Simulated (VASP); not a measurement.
# Ag (R-3m) in VASP: single point with r2SCAN

Aim: the single point of Ag with r2SCAN.

All numbers are computed with VASP 6.6.1; they aren't measurements. Logs are shortened: lines on timing, memory, paths and dates and some standing lists are left out, and cuts for length are marked.

## 1. The cell of the first run

Symmetry: R-3m, No. 166, trigonal system. The conventional cell has a = 2.847 Å, b = 2.847 Å, c = 21.578 Å, α = 90.00°, β = 90.00°, γ = 120.00°. Within 3.8 Å of Ag (site symmetry -3m) lie 12 Ag at 2.85 to 2.91 Å. Ag (site symmetry 3m) has 12 Ag at 2.85 to 2.91 Å within 3.8 Å.

## 2. Single point, r2SCAN (biaxial strain in the a-b plane: -2.0 %)

POSCAR

```
Ag
1.0
    2.8466121113      0.0000000000      0.0000000000
   -1.4233060556      2.4652384031      0.0000000000
    0.0000000000      0.0000000000     21.5776554417
Ag
9
Direct
    0.0000000000      0.0000000000      0.0000000000
    0.0000000000      0.0000000000      0.7777177869
    0.3333333333      0.6666666667      0.8889488798
    0.6666666667      0.3333333333      0.3333333333
    0.6666666667      0.3333333333      0.1110511202
    0.0000000000      0.0000000000      0.2222822131
    0.3333333333      0.6666666667      0.6666666667
    0.3333333333      0.6666666667      0.4443844535
    0.6666666667      0.3333333333      0.5556155465
```

INCAR.step1

```
SYSTEM = Ag
ALGO     = Normal         ! electronic algorithm
EDIFF    = 1E-4           ! SCF threshold, eV
ENCUT    = 520            ! plane-wave cutoff, eV
GGA      = PE             ! functional
ISMEAR   = 0              ! smearing method
LASPH    = .True.         ! aspherical terms in the spheres
LCHARG   = .False.        ! write CHGCAR
LREAL    = .False.        ! projectors in reciprocal space
LWAVE    = .True.         ! write WAVECAR
NBANDS   = 60             ! bands
NELM     = 100            ! most SCF steps
PREC     = Accurate       ! precision mode
SIGMA    = 0.1            ! smearing width, eV
```

INCAR.step2

```
SYSTEM = Ag
ALGO     = Normal         ! electronic algorithm
EDIFF    = 1E-7           ! SCF threshold, eV
ENCUT    = 520            ! plane-wave cutoff, eV
ISIF     = 2              ! what is computed and relaxed
ISMEAR   = 0              ! smearing method
ISTART   = 1            
LASPH    = .True.         ! aspherical terms in the spheres
LCHARG   = .False.        ! write CHGCAR
LMIXTAU  = .True.       
LREAL    = .False.        ! projectors in reciprocal space
LWAVE    = .False.        ! write WAVECAR
METAGGA  = R2SCAN         ! meta-GGA
NBANDS   = 60             ! bands
NELM     = 100            ! most SCF steps
PREC     = Accurate       ! precision mode
SIGMA    = 0.1            ! smearing width, eV
```

KPOINTS

```
k-points
0
Gamma
  12 12 2
  0 0 0
```

Potentials or basis: VASP PAW PBE potentials, release 64 (Ag).

On the command line:

```
> cat potpaw_PBE.64/Ag/POTCAR > POTCAR
> cp INCAR.step1 INCAR
> mpirun -np 1 vasp_std > vasp.out
> cp INCAR.step2 INCAR
> mpirun -np 1 vasp_std > vasp.out
```

OUTCAR:

```text
SYSTEM = Ag
   EDIFF = 1E-7
   ENCUT = 520
   ISIF = 2
   ISMEAR = 0
   ISTART = 1
   LASPH = .True.
   LREAL = .False.
   METAGGA = R2SCAN
   NELM = 100
   PREC = Accurate

 ion  position               nearest neighbor table
   1  0.000  0.000  0.000-   3 2.91   5 2.91   3 2.91   5 2.91   5 2.91   3 2.91
   2  0.000  0.000  0.778-   7 2.91   7 2.91   7 2.91   3 2.91   3 2.91   3 2.91
   3  0.333  0.667  0.889-   1 2.91   1 2.91   1 2.91   2 2.91   2 2.91   2 2.91
   4  0.667  0.333  0.333-   6 2.91   8 2.91   8 2.91   6 2.91   6 2.91   8 2.91
   5  0.667  0.333  0.111-   1 2.91   1 2.91   1 2.91   6 2.91   6 2.91   6 2.91
   6  0.000  0.000  0.222-   4 2.91   4 2.91   4 2.91   5 2.91   5 2.91   5 2.91
   7  0.333  0.667  0.667-   2 2.91   9 2.91   9 2.91   2 2.91   2 2.91   9 2.91
   8  0.333  0.667  0.444-   4 2.91   4 2.91   4 2.91   9 2.91   9 2.91   9 2.91
   9  0.667  0.333  0.556-   7 2.91   7 2.91   7 2.91   8 2.91   8 2.91   8 2.91

  LATTYP: Found a hexagonal cell.
 ALAT       =     2.8466121113
 C/A-ratio  =     7.5801179079

  Lattice vectors:

 A1 = (   2.8466121113,   0.0000000000,   0.0000000000)
 A2 = (  -1.4233060556,   2.4652384031,   0.0000000000)
 A3 = (   0.0000000000,   0.0000000000,  21.5776554417)

Analysis of symmetry for initial positions (statically):
=====================================================================
 Subroutine PRICEL returns following result:

  LATTYP: Found a trigonal (rhomboedric) cell.
 ALAT       =     7.3779311749
 COS(alpha) =     0.9255683939

  Lattice vectors:

 A1 = (   1.4233060555,  -0.8217461343,  -7.1925518132)
 A2 = (  -1.4233060554,  -0.8217461345,  -7.1925518153)
 A3 = (  -0.0000000001,   1.6434922688,  -7.1925518132)

   3 primitive cells build up your supercell.

 Routine SETGRP: Setting up the symmetry group for a
 hexagonal supercell.

 Subroutine GETGRP returns: Found 12 space group operations
 (whereof 12 operations were pure point group operations)
 out of a pool of 24 trial point group operations.

The static configuration has the point symmetry D_3d.

Analysis of symmetry for dynamics (positions and initial velocities):
=====================================================================
 Subroutine PRICEL returns following result:

  LATTYP: Found a trigonal (rhomboedric) cell.
 ALAT       =     7.3779311749
 COS(alpha) =     0.9255683939

  Lattice vectors:

 A1 = (   1.4233060555,  -0.8217461343,  -7.1925518132)
 A2 = (  -1.4233060554,  -0.8217461345,  -7.1925518153)
 A3 = (  -0.0000000001,   1.6434922688,  -7.1925518132)

   3 primitive cells build up your supercell.

 Routine SETGRP: Setting up the symmetry group for a
 hexagonal supercell.

 Subroutine GETGRP returns: Found 12 space group operations
 (whereof 12 operations were pure point group operations)
 out of a pool of 24 trial point group operations.

The dynamic configuration has the point symmetry D_3d.

 Subroutine INISYM returns: Found 12 space group operations
 (whereof 12 operations are pure point group operations),
 and found     3 'primitive' translations

----------------------------------------------------------------------------------------

                                     Primitive cell

  volume of cell :      50.4743

  direct lattice vectors                    reciprocal lattice vectors
     1.423306055 -0.821746134 -7.192551813     0.351294789 -0.202820141 -0.046344238
    -1.423306055 -0.821746135 -7.192551815    -0.351294789 -0.202820141 -0.046344238
    -0.000000000  1.643492269 -7.192551813    -0.000000000  0.405640282 -0.046344238

  length of vectors
     7.377931175  7.377931177  7.377931175     0.408279104  0.408279104  0.408279104

  position of ions in fractional coordinates (direct lattice)
     0.000000000  0.000000000  0.000000000
     0.222282213  0.222282213  0.222282213
     0.777717787  0.777717787  0.777717787

  ion indices of the primitive-cell ions
   primitive index   ion index
                 1           1
                 2           2
                 3           6

----------------------------------------------------------------------------------------

 KPOINTS: k-points

Automatic generation of k-mesh.
 Grid dimensions read from file:
 generate k-points for:   12   12    2

 Generating k-lattice:

  Cartesian coordinates                     Fractional coordinates (reciprocal lattice)
     0.029274566  0.016901678  0.000000000     0.083333333 -0.000000000  0.000000000
     0.000000000  0.033803357  0.000000000     0.000000000  0.083333333  0.000000000
     0.000000000  0.000000000  0.023172119     0.000000000  0.000000000  0.500000000

  Length of vectors
     0.033803357  0.033803357  0.023172119

  Shift w.r.t. Gamma in fractional coordinates (k-lattice)
     0.000000000  0.000000000  0.000000000

 Subroutine IBZKPT returns following result:
 ===========================================

 Found     38 irreducible k-points:

 Following reciprocal coordinates:
            Coordinates               Weight
  0.000000  0.000000  0.000000      1.000000
  0.083333  0.000000  0.000000      6.000000
  0.166667  0.000000  0.000000      6.000000
  0.250000  0.000000  0.000000      6.000000
  0.333333  0.000000  0.000000      6.000000
  0.416667  0.000000  0.000000      6.000000
[... 16 lines left out ...]
  0.250000  0.000000  0.500000      6.000000
  0.333333  0.000000  0.500000      6.000000
 [... further k-points ...]
   k-points           NKPTS =     38   k-points in BZ     NKDIM =     38   number of bands    NBANDS=     60
   number of dos      NEDOS =    301   number of ions     NIONS =      9
   total plane-waves  NPLWV =  92160
   dimension x,y,z NGX =    24 NGY =   24 NGZ =  160
   dimension x,y,z NGXF=    48 NGYF=   48 NGZF=  320
   ions per type =               9
   NGX,Y,Z   is equivalent  to a cutoff of  14.02, 14.02, 12.33 a.u.
   NGXF,Y,Z  is equivalent  to a cutoff of  28.03, 28.03, 24.65 a.u.
 SYSTEM =  Ag
   PREC   = accura    normal or accurate (medium, high low for compatibility)
   ISTART =      1    job   : 0-new  1-cont  2-samecut
   ICHARG =      0    charge: 1-file 2-atom 10-const
   ISPIN  =      1    spin polarized calculation?
   LNONCOLLINEAR =      F non collinear calculations
   LSORBIT =      F    spin-orbit coupling
   LASPH  =      T    aspherical Exc in radial PAW
   ENCUT  =  520.0 eV  38.22 Ry    6.18 a.u.   5.29  5.29 40.12*2*pi/ulx,y,z
   NELM   =    100;   NELMIN=  2; NELMDL=  0     # of ELM steps
   EDIFF  = 0.1E-06   stopping-criterion for ELM
   LREAL  =      F    real-space projection
   EDIFFG = 0.1E-05   stopping-criterion for IOM
   NSW    =      0    number of steps for IOM
   IBRION =     -1    ionic relax: 0-MD 1-quasi-New 2-CG
   NFREE  =      0    steps in history (QN), initial steepest desc. (CG)
   ISIF   =      2    stress and relaxation
   ISYM   =      2    0-nonsym 1-usesym 2-fastsym
   POTIM  = 0.5000    time-step for ionic-motion
   TEBEG  =    0.0;   TEEND  =   0.0 temperature during run
   PSTRESS=    0.0 pullay stress
   NELECT =      99.0000    total number of electrons
   NUPDOWN=      -1.0000    fix difference up-down
   EMIN   =  10.00;   EMAX   =-10.00  energy-range for DOS
   EFERMI =   0.00;   METHOD = LEGACY
   ISMEAR =     0;   SIGMA  =   0.10  broadening in eV -4-tet -1-fermi 0-gaus
   EFERMI_NEDOS =   21; number of points for ismear=-14 and -15
   IALGO  =     38    algorithm
   IMIX   =      4    mixing-type and parameters
     AMIX     =   0.40;   BMIX     =  1.00
     AMIX_MAG =   1.60;   BMIX_MAG =  1.00
  volume/ion in A,a.u.               =      16.82       113.54
  Fermi-wavevector in a.u.,A,eV,Ry     =   1.420876  2.685066 27.468634  2.018888
  Thomas-Fermi vector in A             =   2.541745
   LORBIT       =      0    0 simple, 1 ext, 2 COOP (PROOUT), +10 PAW based schemes
   METAGGA = R2SCAN    functional components
   LHFCALC =     F    Hartree Fock is set to
   AEXX    =    0.0000 exact exchange contribution
   IVDW    =     0    specifies the selected vdW correction
   LEPSILON=     F    determine dielectric tensor
   LRPA    =     F    only Hartree local field effects (RPA)
 non-spin polarized calculation
 Gauss-broadening in eV      SIGMA  =   0.10
  energy-cutoff  :      520.00
  volume of cell :      151.42
 maximum number of plane-waves:      4116
 NGX is ok and might be reduce to    24
   NGX = 11   NGY = 11   NGZ = 81

 number of electron      98.9999988 magnetization

 Free energy of the ion-electron system (eV)
  ---------------------------------------------------
  ext. energy  EPLUGINS =         0.00000000
  ---------------------------------------------------
  free energy    TOTEN  =      -192.05140028 eV

  energy without entropy =     -192.03624080  energy(sigma->0) =     -192.04382054

 E-fermi :   8.5853     XC(G=0): -13.0564

 val. band max:        8.5560348366   @ k =   0.1667   0.0833   0.5000
 cond. band min:       8.6142042165   @ k =   0.0833   0.0000   0.5000
 fundamental gap:      0.0581693799
 Fermi energy:         8.5852961607

 k-point     1 :       0.0000    0.0000    0.0000
  band No.  band energies     occupation
      1       0.5580      2.00000
      2       0.9266      2.00000
      3       0.9266      2.00000
      4       1.7088      2.00000
      5       1.7088      2.00000
      6       1.7948      2.00000
[... 52 lines left out ...]
     59      20.6705      0.00000
     60      20.6705      0.00000

 k-point     2 :       0.0833    0.0000    0.0000
  band No.  band energies     occupation
      1       0.7643      2.00000
      2       1.1244      2.00000
      3       1.1252      2.00000
      4       1.8900      2.00000
      5       1.8957      2.00000
      6       1.9214      2.00000
[... 1375 lines left out ...]
     59      18.8195      0.00000
     60      19.3584      0.00000

 k-point    24 :       0.3333    0.0000    0.5000
  band No.  band energies     occupation
      1       2.0143      2.00000
      2       2.0381      2.00000
      3       2.0535      2.00000
      4       2.0767      2.00000
      5       2.1264      2.00000
      6       2.1868      2.00000
[... 52 lines left out ...]
     59      16.5288      0.00000
     60      16.5807      0.00000

 [... further k-points ...]

------------------------ aborting loop because EDIFF is reached ----------------------------------------

  FORCE on cell =-STRESS in cart. coord.  units (eV):
  Direction    XX          YY          ZZ          XY          YZ          ZX
  --------------------------------------------------------------------------------------
  -------------------------------------------------------------------------------------
  Total        4.7424707      4.7424707      1.1303776      0.0000000      0.0000000      0.0000000
  in kB       50.1792036     50.1792036     11.9603155      0.0000000      0.0000000      0.0000000
  external PRESSURE =      37.4395742 kB  Pullay stress =       0.0000000 kB

 VOLUME and BASIS-vectors are now :
 -----------------------------------------------------------------------------
  energy-cutoff  :      520.00
  volume of cell :      151.42
      direct lattice vectors                 reciprocal lattice vectors
     2.846612111  0.000000000  0.000000000     0.351294789  0.202820141  0.000000000
    -1.423306056  2.465238403  0.000000000     0.000000000  0.405640282  0.000000000
     0.000000000  0.000000000 21.577655442     0.000000000  0.000000000  0.046344238

 POSITION                                       TOTAL-FORCE (eV/Angst)
 -----------------------------------------------------------------------------------
      0.00000      0.00000      0.00000         0.000000     -0.000000      0.000000
      0.00000      0.00000     16.78133         0.000000      0.000000      0.002118
     -0.00000      1.64349     19.18143        -0.000000      0.000000     -0.002118
      1.42331      0.82175      7.19255         0.000000     -0.000000      0.000000
      1.42331      0.82175      2.39622         0.000000     -0.000000      0.002118
      0.00000      0.00000      4.79633        -0.000000     -0.000000     -0.002118
     -0.00000      1.64349     14.38510         0.000000     -0.000000      0.000000
     -0.00000      1.64349      9.58877        -0.000000      0.000000      0.002118
      1.42331      0.82175     11.98888         0.000000      0.000000     -0.002118
 -----------------------------------------------------------------------------------
    total drift:                                0.000000     -0.000000     -0.000000

  FREE ENERGIE OF THE ION-ELECTRON SYSTEM (eV)
  ---------------------------------------------------
  free  energy   TOTEN  =      -192.0514002802 eV

  energy  without entropy=     -192.0362407974  energy(sigma->0) =     -192.04382054
```

It took 13 min on 1 thread of Intel Xeon 6975P-C (Granite Rapids), shared host; peak memory 0.47 GiB.

What came out:

| Quantity | Value |
| --- | --- |
| Free energy | -192.0514 eV |
| Pressure | 3.7 GPa |
| Band gap on the k mesh | zero (an odd number of electrons rules out a gap without spin polarisation) |

Forces in eV/Å, atoms in the order of the input:
```
Ag   0.000  0.000  0.000
Ag   0.000  0.000  0.002
Ag   0.000  0.000 -0.002
Ag   0.000  0.000  0.000
Ag   0.000  0.000  0.002
Ag   0.000  0.000 -0.002
Ag   0.000  0.000  0.000
Ag   0.000  0.000  0.002
Ag   0.000  0.000 -0.002
```

Caveat: the cell differs from its parent crystal (biaxial strain in the a-b plane: -2.0 %); the cell stands under pressure; the PAW data sets were made with another functional, which shifts forces and pressure a little.

The gap in the log of VASP goes by the Fermi energy; the results here count the filled bands.